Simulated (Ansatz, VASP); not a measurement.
**One calculation of Zr2HS4, two programs**

Contents of INCAR:

```
SYSTEM = Zr2HS4
ALGO = Normal ; DIPOL = 0.5 0.5 0.276
EDIFF = 1E-6 ; ENCUT = 400
GGA = PE ; GGA_COMPAT = .False.
IDIPOL = 3 ; ISIF = 2
ISMEAR = 0 ; IVDW = 12
LASPH = .True. ; LCHARG = .True.
LDIPOL = .True. ; LELF = .True.
LREAL = .False. ; LVACPOTAV = .True.
LVHAR = .True. ; LWAVE = .False.
NBANDS = 62 ; NELM = 120
NELMDL = -8 ; PREC = Accurate
SIGMA = 0.05
```

KPOINTS

```
k-points
0
Gamma
  6 6 1
  0 0 0
```

The input POSCAR:

```
Zr2HS4
1.0
    7.2976778227      0.0000000000      0.0000000000
   -3.6488389114      6.3199743831      0.0000000000
    0.0000000000      0.0000000000     20.9171506047
S Zr H
8 4 2
Direct
    0.3333333333      0.1666666667      0.1912306354
    0.3333333333      0.6666666667      0.1912306354
    0.8333333333      0.1666666667      0.1912306354
    0.8333333333      0.6666666667      0.1912306354
    0.1666666667      0.3333333333      0.3306927762
    0.1666666667      0.8333333333      0.3306927762
    0.6666666667      0.3333333333      0.3306927762
    0.6666666667      0.8333333333      0.3306927762
    0.0000000000      0.0000000000      0.2609617058
    0.0000000000      0.5000000000      0.2609617058
    0.5000000000      0.0000000000      0.2609617058
    0.5000000000      0.5000000000      0.2609617058
    0.3076212038      0.6923787962      0.3675046736
    0.3590454629      0.6409545371      0.3675046736
```

Input for Ansatz:

```yaml
crystal:
  lattice:
    - [7.2976778227, 0.0, 0.0]
    - [-3.6488389114, 6.3199743831, 0.0]
    - [0.0, 0.0, 20.9171506047]
  atoms:
    - { symbol: S, position: [0.3333333333, 0.1666666667, 0.1912306354] }
    - { symbol: S, position: [0.3333333333, 0.6666666667, 0.1912306354] }
    - { symbol: S, position: [0.8333333333, 0.1666666667, 0.1912306354] }
    - { symbol: S, position: [0.8333333333, 0.6666666667, 0.1912306354] }
    - { symbol: Zr, position: [0.0, 0.0, 0.2609617058] }
    - { symbol: Zr, position: [0.0, 0.5, 0.2609617058] }
    - { symbol: Zr, position: [0.5, 0.0, 0.2609617058] }
    - { symbol: Zr, position: [0.5, 0.5, 0.2609617058] }
    - { symbol: S, position: [0.1666666667, 0.3333333333, 0.3306927762] }
    - { symbol: S, position: [0.1666666667, 0.8333333333, 0.3306927762] }
    - { symbol: S, position: [0.6666666667, 0.3333333333, 0.3306927762] }
    - { symbol: S, position: [0.6666666667, 0.8333333333, 0.3306927762] }
    - { symbol: H, position: [0.3076212038, 0.6923787962, 0.3675046736] }
    - { symbol: H, position: [0.3590454629, 0.6409545371, 0.3675046736] }
basis:
  ecutwfc: 420
kpoints:
  mp_grid: { grid: [6, 6, 1] }
hamiltonian:
  xc: pbe
  pseudopotentials: { kind: paw, azcp: { folder: soft_1 } }
  dispersion: d3bj
scf:
  occupations: { method: gaussian, width: 0.05 }
output:
  forces: true
  eigenvalues: true
efield:
  axis: 3
  dipole_correction: true
  ramp_width: 0.04
```

Alike in both runs: task single point; functional PBE; dispersion D3(BJ); k mesh 6 × 6 × 1; occupations gaussian, width 0.05 eV; no spin polarisation.

```csv
,VASP,Ansatz
version,VASP 6.6.1,Ansatz 0.2.0
potentials or method,"VASP PAW PBE potentials, release 64 (S, Zr_sv, H), cutoff 400 eV","scalar-relativistic, plane waves, PAW"
valence electrons in the cell,98,98
```

```csv
,VASP,Ansatz,Ansatz less VASP
gap on the k mesh at the Fermi level (eV),1.13,1.13,+0.002
least direct gap on the mesh (eV),1.13,1.13,+0.002
rms of the force components (eV/Å),1.063,1.056,-0.0069
```
